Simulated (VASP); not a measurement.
Write the native input for VASP 6.6.1 that does the following.

| Property | Result |
| --- | --- |
| Task | relaxation of shape and atoms at fixed volume |
| Functional | PBE |
| Potentials or basis | VASP PAW PBE potentials, release 64 (Ag) |
| Cutoff | 600 eV |
| k mesh | 15 × 15 × 14 |
| Occupations | fermi-dirac, width 0.08 eV |
| Spin | no spin polarisation |
| Dipole correction | no |
| Further INCAR settings | ALGO = Normal; EDIFF = 1e-07; IBRION = 2; EDIFFG = -0.005; NSW = 50; ISIF = 4 |

The structure of Ag lies in POSCAR:

```
Ag
1.0
    2.3738340589      0.0000000000      0.0000000000
   -1.1869170294      2.0558005994      0.0000000000
    0.0000000000      0.0000000000      2.3088433396
Ag
1
Direct
    0.0000000000      0.0000000000      0.0000000000
```

One way to write it, as run:

INCAR

```
PREC     = Accurate       # precision mode
ENCUT    = 600            # plane-wave cutoff, eV
EDIFF    = 1E-7           # SCF threshold, eV
ISMEAR   = -1             # smearing method
SIGMA    = 0.08           # smearing width, eV
LREAL    = F              # projectors in reciprocal space
LASPH    = T              # aspherical terms in the spheres
NELM     = 80             # most SCF steps
ALGO     = Normal         # electronic algorithm
ISIF     = 4              # what is computed and relaxed
LWAVE    = F              # write WAVECAR
LCHARG   = F              # write CHGCAR
GGA      = PE             # functional
IBRION   = 2              # ionic algorithm
NSW      = 50             # ionic steps
EDIFFG   = -0.005         # ionic threshold
```

KPOINTS

```
Automatic mesh
0
Gamma
  15 15 14
```

Potentials or basis: VASP PAW PBE potentials, release 64 (Ag).

Command:

```console
$ cat potpaw_PBE.64/Ag/POTCAR > POTCAR
$ mpirun -np 1 vasp_std > vasp.out
```

It gave:

```yaml
Energy_gained_by_relaxing: 8.2 meV/atom
Ionic_steps: 4
Pressure_after_relaxing: 189.8 GPa
```

Run time: 52 s on 1 thread of Intel(R) Xeon(R) Platinum 8259CL CPU @ 2.50GHz (Skylake/Cascade Lake), on a shared host, peak memory 0.15 GiB.
